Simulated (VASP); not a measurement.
# HgTe in VASP: a series of runs

The runs below take HgTe through single point, with PBE.

Everything below comes from runs of VASP 6.6.1. Logs are shortened: lines on timing, memory, paths and dates and some standing lists are left out, and cuts for length are marked.

## (1) The cell of the first run

The structure is cubic, space group F-43m (No. 216). Conventional cell: a = 6.640 Å, b = 6.640 Å, c = 6.640 Å, α = 90.00°, β = 90.00°, γ = 90.00°. Hg (site symmetry -43m) has 4 Te at 2.88 Å within 3.8 Å. Te (site symmetry -43m) has 4 Hg at 2.88 Å within 3.8 Å.

## (2) Single point, PBE (strain +0.030 along x and y, +0.030 along z)

The input, INCAR:

```
PREC = Accurate
ENCUT = 520
EDIFF = 1E-7
ISMEAR = 0
SIGMA = 0.15
LREAL = False
LASPH = True
NELM = 100
ALGO = Normal
ISIF = 2
LWAVE = False
LCHARG = False
GGA = PE
NBANDS = 16
```

The input, KPOINTS:

```
regular mesh
0
Gamma
  14 14 14
```

The input, POSCAR:

```
HgTe
1.0
    0.0000000000      3.3202050000      3.3202050000
    3.3202050000      0.0000000000      3.3202050000
    3.3202050000      3.3202050000      0.0000000000
Hg Te
1 1
Direct
    0.0000000000      0.0000000000      0.0000000000
    0.7500000000      0.7500000000      0.7500000000
```

Potentials or basis: VASP PAW PBE potentials, release 64 (Hg, Te).

Started as:

```console
> cat potpaw_PBE.64/Hg/POTCAR potpaw_PBE.64/Te/POTCAR > POTCAR
> mpirun -np 1 vasp_std > vasp.out
```

OUTCAR:

```text
PREC = Accurate
   ENCUT = 520
   EDIFF = 1E-7
   ISMEAR = 0
   LREAL = False
   LASPH = True
   NELM = 100
   ISIF = 2
   GGA = PE

 ion  position               nearest neighbor table
   1  0.000  0.000  0.000-   2 2.88   2 2.88   2 2.88   2 2.88
   2  0.750  0.750  0.750-   1 2.88   1 2.88   1 2.88   1 2.88

  LATTYP: Found a face centered cubic cell.
 ALAT       =     6.6404100000

  Lattice vectors:

 A1 = (   0.0000000000,   3.3202050000,   3.3202050000)
 A2 = (   3.3202050000,   0.0000000000,   3.3202050000)
 A3 = (   3.3202050000,   3.3202050000,   0.0000000000)

Analysis of symmetry for initial positions (statically):
=====================================================================
 Subroutine PRICEL returns:
 Original cell was already a primitive cell.

 Routine SETGRP: Setting up the symmetry group for a
 face centered cubic supercell.

 Subroutine GETGRP returns: Found 24 space group operations
 (whereof 24 operations were pure point group operations)
 out of a pool of 48 trial point group operations.

The static configuration has the point symmetry T_d .

Analysis of symmetry for dynamics (positions and initial velocities):
=====================================================================
 Subroutine PRICEL returns:
 Original cell was already a primitive cell.

 Routine SETGRP: Setting up the symmetry group for a
 face centered cubic supercell.

 Subroutine GETGRP returns: Found 24 space group operations
 (whereof 24 operations were pure point group operations)
 out of a pool of 48 trial point group operations.

The dynamic configuration has the point symmetry T_d .

 Subroutine INISYM returns: Found 24 space group operations
 (whereof 24 operations are pure point group operations),
 and found     1 'primitive' translations

----------------------------------------------------------------------------------------

                                     Primitive cell

  volume of cell :      73.2023

  direct lattice vectors                    reciprocal lattice vectors
     0.000000000  3.320205000  3.320205000    -0.150593111  0.150593111  0.150593111
     3.320205000  0.000000000  3.320205000     0.150593111 -0.150593111  0.150593111
     3.320205000  3.320205000  0.000000000     0.150593111  0.150593111 -0.150593111

  length of vectors
     4.695478941  4.695478941  4.695478941     0.260834919  0.260834919  0.260834919

  position of ions in fractional coordinates (direct lattice)
     0.000000000  0.000000000  0.000000000
     0.750000000  0.750000000  0.750000000

  ion indices of the primitive-cell ions
   primitive index   ion index
                 1           1
                 2           2

----------------------------------------------------------------------------------------

 KPOINTS: regular mesh

Automatic generation of k-mesh.
 Grid dimensions read from file:
 generate k-points for:   14   14   14

 Generating k-lattice:

  Cartesian coordinates                     Fractional coordinates (reciprocal lattice)
    -0.010756651  0.010756651  0.010756651     0.071428571  0.000000000  0.000000000
     0.010756651 -0.010756651  0.010756651     0.000000000  0.071428571  0.000000000
     0.010756651  0.010756651 -0.010756651     0.000000000  0.000000000  0.071428571

  Length of vectors
     0.018631066  0.018631066  0.018631066

  Shift w.r.t. Gamma in fractional coordinates (k-lattice)
     0.000000000  0.000000000  0.000000000

 Subroutine IBZKPT returns following result:
 ===========================================

 Found    104 irreducible k-points:

 Following reciprocal coordinates:
            Coordinates               Weight
  0.000000  0.000000  0.000000      1.000000
  0.071429  0.000000  0.000000      8.000000
  0.142857  0.000000  0.000000      8.000000
  0.214286  0.000000  0.000000      8.000000
  0.285714  0.000000  0.000000      8.000000
  0.357143  0.000000  0.000000      8.000000
[... 16 lines left out ...]
  0.214286  0.142857  0.000000     24.000000
  0.285714  0.142857  0.000000     24.000000
 [... further k-points ...]
   k-points           NKPTS =    104   k-points in BZ     NKDIM =    104   number of bands    NBANDS=     16
   number of dos      NEDOS =    301   number of ions     NIONS =      2
   total plane-waves  NPLWV =  46656
   dimension x,y,z NGX =    36 NGY =   36 NGZ =   36
   dimension x,y,z NGXF=    72 NGYF=   72 NGZF=   72
   ions per type =               1   1
   NGX,Y,Z   is equivalent  to a cutoff of  12.75, 12.75, 12.75 a.u.
   NGXF,Y,Z  is equivalent  to a cutoff of  25.49, 25.49, 25.49 a.u.
 SYSTEM =  unknown system
   PREC   = accura    normal or accurate (medium, high low for compatibility)
   ISTART =      0    job   : 0-new  1-cont  2-samecut
   ICHARG =      2    charge: 1-file 2-atom 10-const
   ISPIN  =      1    spin polarized calculation?
   LNONCOLLINEAR =      F non collinear calculations
   LSORBIT =      F    spin-orbit coupling
   LASPH  =      T    aspherical Exc in radial PAW
   ENCUT  =  520.0 eV  38.22 Ry    6.18 a.u.   8.73  8.73  8.73*2*pi/ulx,y,z
   NELM   =    100;   NELMIN=  2; NELMDL= -5     # of ELM steps
   EDIFF  = 0.1E-06   stopping-criterion for ELM
   LREAL  =      F    real-space projection
   EDIFFG = 0.1E-05   stopping-criterion for IOM
   NSW    =      0    number of steps for IOM
   IBRION =     -1    ionic relax: 0-MD 1-quasi-New 2-CG
   NFREE  =      0    steps in history (QN), initial steepest desc. (CG)
   ISIF   =      2    stress and relaxation
   ISYM   =      2    0-nonsym 1-usesym 2-fastsym
   POTIM  = 0.5000    time-step for ionic-motion
   TEBEG  =    0.0;   TEEND  =   0.0 temperature during run
   PSTRESS=    0.0 pullay stress
   NELECT =      18.0000    total number of electrons
   NUPDOWN=      -1.0000    fix difference up-down
   EMIN   =  10.00;   EMAX   =-10.00  energy-range for DOS
   EFERMI =   0.00;   METHOD = LEGACY
   ISMEAR =     0;   SIGMA  =   0.15  broadening in eV -4-tet -1-fermi 0-gaus
   EFERMI_NEDOS =   21; number of points for ismear=-14 and -15
   IALGO  =     38    algorithm
   IMIX   =      4    mixing-type and parameters
     AMIX     =   0.40;   BMIX     =  1.00
     AMIX_MAG =   1.60;   BMIX_MAG =  1.00
  volume/ion in A,a.u.               =      36.60       247.00
  Fermi-wavevector in a.u.,A,eV,Ry     =   1.025630  1.938160 14.312202  1.051917
  Thomas-Fermi vector in A             =   2.159480
   LORBIT       =      0    0 simple, 1 ext, 2 COOP (PROOUT), +10 PAW based schemes
   GGA     = PE    functional components
   LHFCALC =     F    Hartree Fock is set to
   AEXX    =    0.0000 exact exchange contribution
   IVDW    =     0    specifies the selected vdW correction
   LEPSILON=     F    determine dielectric tensor
   LRPA    =     F    only Hartree local field effects (RPA)
 non-spin polarized calculation
 Gauss-broadening in eV      SIGMA  =   0.15
  energy-cutoff  :      520.00
  volume of cell :       73.20
 maximum number of plane-waves:      1992
   NGX = 17   NGY = 17   NGZ = 17

 number of electron      17.9999998 magnetization

 Free energy of the ion-electron system (eV)
  ---------------------------------------------------
  ext. energy  EPLUGINS =         0.00000000
  ---------------------------------------------------
  free energy    TOTEN  =        -3.65171852 eV

  energy without entropy =       -3.65138074  energy(sigma->0) =       -3.65154963

 E-fermi :   2.4099     XC(G=0):  -8.3789

 val. band max:        2.2788251808   @ k =   0.0000   0.0000   0.0000
 cond. band min:       2.5687371018   @ k =   0.0714   0.0000   0.0000
 fundamental gap:      0.2899119210
 Fermi energy:         2.4098654286

 k-point     1 :       0.0000    0.0000    0.0000
  band No.  band energies     occupation
      1      -9.1641      2.00000
      2      -4.6355      2.00000
      3      -4.6355      2.00000
      4      -4.6355      2.00000
      5      -4.1982      2.00000
      6      -4.1982      2.00000
[... 8 lines left out ...]
     15      11.7149      0.00000
     16      11.7149      0.00000

 k-point     2 :       0.0714    0.0000    0.0000
  band No.  band energies     occupation
      1      -9.1424      2.00000
      2      -4.6294      2.00000
      3      -4.6294      2.00000
      4      -4.6263      2.00000
      5      -4.1988      2.00000
      6      -4.1988      2.00000
[... 8 lines left out ...]
     15      11.3255      0.00000
     16      11.3255      0.00000

 k-point     3 :       0.1429    0.0000    0.0000
  band No.  band energies     occupation
      1      -9.0805      2.00000
      2      -4.6128      2.00000
      3      -4.6128      2.00000
      4      -4.5949      2.00000
      5      -4.2000      2.00000
      6      -4.2000      2.00000
[... 8 lines left out ...]
     15      10.9307      0.00000
     16      10.9307      0.00000

 k-point     4 :       0.2143    0.0000    0.0000
  band No.  band energies     occupation
      1      -8.9886      2.00000
      2      -4.5899      2.00000
      3      -4.5899      2.00000
      4      -4.5307      2.00000
      5      -4.1997      2.00000
      6      -4.1997      2.00000
[... 8 lines left out ...]
     15      10.7612      0.00000
     16      10.7612      0.00000
[... 324 lines left out ...]
 k-point    22 :       0.1429    0.1429    0.0000
  band No.  band energies     occupation
      1      -9.0524      2.00000
      2      -4.6122      2.00000
      3      -4.5901      2.00000
      4      -4.5901      2.00000
      5      -4.2127      2.00000
      6      -4.1886      2.00000
[... 8 lines left out ...]
     15      10.3117      0.00000
     16      11.8247      0.00000

 k-point    23 :       0.2143    0.1429    0.0000
  band No.  band energies     occupation
      1      -8.9836      2.00000
      2      -4.5938      2.00000
      3      -4.5655      2.00000
      4      -4.5545      2.00000
      5      -4.2165      2.00000
      6      -4.1845      2.00000
[... 8 lines left out ...]
     15      10.9067      0.00000
     16      11.7093      0.00000

 k-point    24 :       0.2857    0.1429    0.0000
  band No.  band energies     occupation
      1      -8.8917      2.00000
      2      -4.5704      2.00000
      3      -4.5393      2.00000
      4      -4.4828      2.00000
      5      -4.2128      2.00000
      6      -4.1804      2.00000
[... 8 lines left out ...]
     15      11.3126      0.00000
     16      11.6685      0.00000

 [... further k-points ...]

------------------------ aborting loop because EDIFF is reached ----------------------------------------

  FORCE on cell =-STRESS in cart. coord.  units (eV):
  Direction    XX          YY          ZZ          XY          YZ          ZX
  --------------------------------------------------------------------------------------
  -------------------------------------------------------------------------------------
  Total        0.0921550      0.0921550      0.0921550     -0.0000000     -0.0000000     -0.0000000
  in kB        2.0169950      2.0169950      2.0169950     -0.0000000     -0.0000000     -0.0000000
  external PRESSURE =       2.0169950 kB  Pullay stress =       0.0000000 kB

 VOLUME and BASIS-vectors are now :
 -----------------------------------------------------------------------------
  energy-cutoff  :      520.00
  volume of cell :       73.20
      direct lattice vectors                 reciprocal lattice vectors
     0.000000000  3.320205000  3.320205000    -0.150593111  0.150593111  0.150593111
     3.320205000  0.000000000  3.320205000     0.150593111 -0.150593111  0.150593111
     3.320205000  3.320205000  0.000000000     0.150593111  0.150593111 -0.150593111

 POSITION                                       TOTAL-FORCE (eV/Angst)
 -----------------------------------------------------------------------------------
      0.00000      0.00000      0.00000        -0.000000     -0.000000     -0.000000
      4.98031      4.98031      4.98031         0.000000      0.000000      0.000000
 -----------------------------------------------------------------------------------
    total drift:                                0.000000      0.000000      0.000000

  FREE ENERGIE OF THE ION-ELECTRON SYSTEM (eV)
  ---------------------------------------------------
  free  energy   TOTEN  =        -3.6517185242 eV

  energy  without entropy=       -3.6513807403  energy(sigma->0) =       -3.65154963
```

Wall time 3.4 min (1 thread of AMD EPYC, shared host); peak memory 0.26 GiB.

What came out:

- Free energy: -3.6517 eV
- Pressure: 0.2 GPa
- Band gap on the k mesh: zero (filled and empty bands touch)

Caveat: the cell differs from its parent crystal (strain +0.030 along x and y, +0.030 along z); semilocal functionals underestimate gaps, so a narrow gap can read as zero; spin-orbit coupling is left out, which moves the levels of the heavy elements.

## (3) Single point, PBE (strain -0.030 along x and y, -0.015 along z)

The input, INCAR:

```
SYSTEM = HgTe
PREC = Accurate
ENCUT = 520
EDIFF = 1E-7
ISMEAR = 0
SIGMA = 0.15
LREAL = .FALSE.
LASPH = .TRUE.
NELM = 60
ALGO = Normal
ISIF = 2
LWAVE = .FALSE.
LCHARG = .TRUE.
GGA = PE
LELF = .TRUE.
LVHAR = .TRUE.
NBANDS = 16
```

The input, KPOINTS:

```
Automatic mesh
0
G
  14 14 14
  0 0 0
```

The input, POSCAR:

```
HgTe
1.0
    0.0000000000      3.1267950000      3.1751475000
    3.1267950000      0.0000000000      3.1751475000
    3.1267950000      3.1267950000      0.0000000000
Hg Te
1 1
Direct
    0.0000000000      0.0000000000      0.0000000000
    0.7500000000      0.7500000000      0.7500000000
```

Potentials or basis: VASP PAW PBE potentials, release 64 (Hg, Te).

Started as:

```console
> cat potpaw_PBE.64/Hg/POTCAR potpaw_PBE.64/Te/POTCAR > POTCAR
> mpirun -np 1 vasp_std > vasp.out
```

Wall time 8.2 min (1 thread of AMD EPYC, shared host); peak memory 0.36 GiB.

The run converged. Its results:

```yaml
Free_energy: -3.3740 eV
Pressure: 9.1 GPa
Band_gap_on_the_k_mesh: zero (filled and empty bands touch)
```

Stress tensor (GPa, compression positive):
```
9.13 0.00 0.00
0.00 9.13 0.00
0.00 0.00 9.01
```

Levels at points of the mesh, in eV from the Fermi level:
| k point | band 5 | band 6 | band 7 | band 8 | band 9 | band 10 | band 11 | band 12 | band 13 | band 14 |
| --- | --- | --- | --- | --- | --- | --- | --- | --- | --- | --- |
| (0.00, 0.00, 0.00) | -7.39 | -7.38 | -0.65 | -0.17 | -0.11 | -0.11 | 3.93 | 3.93 | 3.93 | 6.29 |
| (0.50, 0.00, 0.00) | -7.36 | -7.02 | -6.21 | -1.34 | -1.26 | 0.57 | 4.76 | 4.85 | 6.65 | 8.01 |
| (0.50, 0.50, 0.00) | -7.31 | -6.86 | -6.10 | -2.75 | -2.75 | 1.78 | 2.18 | 8.34 | 9.07 | 9.07 |
| (0.50, 0.00, 0.50) | -7.31 | -6.82 | -6.02 | -2.84 | -2.79 | 1.67 | 2.10 | 8.45 | 9.03 | 9.10 |

Caveat: the cell differs from its parent crystal (strain -0.030 along x and y, -0.015 along z); the cell stands under pressure; semilocal functionals underestimate gaps, so a narrow gap can read as zero; spin-orbit coupling is left out, which moves the levels of the heavy elements.

## (4) Single point, PBE (strain -0.030 along x and y, +0.000 along z)

The input, INCAR:

```
PREC = Accurate ; ENCUT = 520
EDIFF = 1E-6 ; ISMEAR = 0
SIGMA = 0.15 ; LREAL = False
LASPH = True ; NELM = 80
ALGO = Normal ; ISIF = 2
LWAVE = False ; LCHARG = False
GGA = PE ; NBANDS = 16
```

The input, KPOINTS:

```
regular mesh
0
Gamma
  14 14 14
```

The input, POSCAR:

```
HgTe
1.0
    0.0000000000      3.1267950000      3.2235000000
    3.1267950000      0.0000000000      3.2235000000
    3.1267950000      3.1267950000      0.0000000000
Hg Te
1 1
Direct
    0.0000000000      0.0000000000      0.0000000000
    0.7500000000      0.7500000000      0.7500000000
```

Potentials or basis: VASP PAW PBE potentials, release 64 (Hg, Te).

Started as:

```console
> cat potpaw_PBE.64/Hg/POTCAR potpaw_PBE.64/Te/POTCAR > POTCAR
> mpirun -np 1 vasp_std > vasp.out
```

OUTCAR:

```text
PREC = Accurate
   ENCUT = 520
   EDIFF = 1E-6
   ISMEAR = 0
   LREAL = False
   LASPH = True
   NELM = 80
   ISIF = 2
   GGA = PE

 ion  position               nearest neighbor table
   1  0.000  0.000  0.000-   2 2.74   2 2.74   2 2.74   2 2.74
   2  0.750  0.750  0.750-   1 2.74   1 2.74   1 2.74   1 2.74

  LATTYP: Found a body centered tetragonal cell.
 ALAT       =     4.4219558958
 C/A-ratio  =     1.4579521262

  Lattice vectors:

 A1 = (  -3.1267950000,   0.0000000000,   3.2235000000)
[... 642 lines left out ...]

------------------------ aborting loop because EDIFF is reached ----------------------------------------

  FORCE on cell =-STRESS in cart. coord.  units (eV):
  Direction    XX          YY          ZZ          XY          YZ          ZX
  --------------------------------------------------------------------------------------
  -------------------------------------------------------------------------------------
  Total        3.1627434      3.1627434      3.0445584      0.0000000      0.0000000      0.0000000
  in kB       80.3929653     80.3929653     77.3888518      0.0000000      0.0000000      0.0000000
  external PRESSURE =      79.3915941 kB  Pullay stress =       0.0000000 kB

 VOLUME and BASIS-vectors are now :
 -----------------------------------------------------------------------------
  energy-cutoff  :      520.00
  volume of cell :       63.03
      direct lattice vectors                 reciprocal lattice vectors
     0.000000000  3.126795000  3.223500000    -0.159908149  0.159908149  0.155110904
     3.126795000  0.000000000  3.223500000     0.159908149 -0.159908149  0.155110904
     3.126795000  3.126795000  0.000000000     0.159908149  0.159908149 -0.155110904

 POSITION                                       TOTAL-FORCE (eV/Angst)
 -----------------------------------------------------------------------------------
      0.00000      0.00000      0.00000         0.000000      0.000000      0.000000
      4.69019      4.69019      4.83525        -0.000000     -0.000000     -0.000000
 -----------------------------------------------------------------------------------
    total drift:                               -0.000000     -0.000000      0.000000

  FREE ENERGIE OF THE ION-ELECTRON SYSTEM (eV)
  ---------------------------------------------------
  free  energy   TOTEN  =        -3.4236324816 eV

  energy  without entropy=       -3.4234681311  energy(sigma->0) =       -3.42355031
```

Run time: 7.6 min. Hardware: 1 thread of AMD EPYC, shared host; peak memory 0.37 GiB.

Results:

* Free energy: -3.4236 eV
* Pressure: 7.9 GPa
* Band gap on the k mesh: zero (filled and empty bands touch)

Stress tensor (GPa, compression positive):
```
8.04 0.00 0.00
0.00 8.04 0.00
0.00 0.00 7.74
```

Levels at points of the mesh, in eV from the Fermi level:
| k point | band 7 | band 8 | band 9 | band 10 | band 11 | band 12 |
| --- | --- | --- | --- | --- | --- | --- |
| (0.00, 0.00, 0.00) | -0.70 | -0.23 | -0.11 | -0.11 | 3.95 | 3.96 |
| (0.50, 0.00, 0.00) | -6.11 | -1.35 | -1.20 | 0.55 | 4.73 | 4.90 |
| (0.50, 0.50, 0.00) | -6.07 | -2.64 | -2.64 | 1.86 | 2.26 | 8.20 |
| (0.50, 0.00, 0.50) | -5.92 | -2.81 | -2.73 | 1.63 | 2.11 | 8.41 |

Caveat: the cell differs from its parent crystal (strain -0.030 along x and y, +0.000 along z); the cell stands under pressure; semilocal functionals underestimate gaps, so a narrow gap can read as zero; spin-orbit coupling is left out, which moves the levels of the heavy elements.

## (5) Summary

```tsv
cell	gap on the mesh (eV)	pressure (GPa)
a = 4.695 Å, angles 60.0°, 2 atoms	none	0.2
a = 4.456, b = 4.456, c = 4.422 Å, angles 60.3, 60.3, 59.5°, 2 atoms	none	9.1
a = 4.491, b = 4.491, c = 4.422 Å, angles 60.5, 60.5, 59.0°, 2 atoms	none	7.9
```

Alike in all rows: task single point; level PBE; potentials or basis VASP PAW PBE potentials, release 64 (Hg, Te); no spin polarisation; k mesh 14 × 14 × 14; cutoff (eV) 520; smearing gaussian 0.15 eV.

Caveats: semilocal functionals underestimate gaps, so a narrow gap can read as zero; spin-orbit coupling is left out, which moves the levels of the heavy elements; the cell stands under pressure (at least some runs).

Total energies depend on the potentials used, so only differences within one code and one set of settings carry meaning.
